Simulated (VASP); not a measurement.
**Ni: single point with PBEsol**

Crystal: Ni.

```xyz
1
Lattice="-1.3962 1.3962 1.3962 1.3962 -1.3962 1.3962 1.3962 1.3962 -1.3962" Properties=species:S:1:pos:R:3 pbc="T T T"
Ni    0.0000    0.0000    0.0000
```

This isn't the form of Ni at room conditions, which is fcc.

```yaml
Program: VASP 6.6.1
Task: single point
Functional: PBEsol
Potentials_or_basis: VASP PAW PBE potentials, release 64 (Ni)
Cutoff: 600 eV
k_mesh: 20 × 20 × 20
Occupations: gaussian, width 0.1 eV
Spin: collinear spin, ferromagnetic start
Starting_moments: "[0.65] μB"
```

The pressure is -8.0 GPa, the net moment is 0.56 μB per cell and the site moments are Ni +0.57 μB. The valence electrons inside the program's atomic spheres are Ni 9.32.

Levels at points of the mesh, in eV from the Fermi level:
Spin up:
```tsv
k point	band 1	band 2	band 3	band 4	band 5	band 6	band 7	band 8	band 9	band 10
(0.00, 0.00, 0.00)	-8.93	-2.30	-2.30	-2.30	-0.87	-0.87	26.43	26.43	26.43	31.31
(0.50, 0.00, 0.00)	-4.62	-3.21	-0.96	-0.72	-0.05	0.23	6.45	19.07	19.96	23.73
(0.50, 0.50, 0.50)	-4.18	-4.18	-0.27	-0.27	-0.27	9.72	9.72	9.72	15.65	15.65
```
Spin down:
| k point | band 1 | band 2 | band 3 | band 4 | band 5 | band 6 | band 7 | band 8 | band 9 | band 10 |
| --- | --- | --- | --- | --- | --- | --- | --- | --- | --- | --- |
| (0.00, 0.00, 0.00) | -8.93 | -1.63 | -1.63 | -1.63 | -0.37 | -0.37 | 26.35 | 26.35 | 26.35 | 31.26 |
| (0.50, 0.00, 0.00) | -4.26 | -2.61 | -0.39 | -0.20 | 0.22 | 0.71 | 6.81 | 19.03 | 20.07 | 23.88 |
| (0.50, 0.50, 0.50) | -3.84 | -3.84 | 0.48 | 0.48 | 0.48 | 9.77 | 9.77 | 9.77 | 15.78 | 15.78 |

Run time: 2.6 min on 1 thread of Intel Xeon 8259CL, with other jobs on the host, peak memory 0.19 GiB.

Caveat: the cell stands under tension; the PAW data sets were made with another functional, which shifts forces and pressure a little.
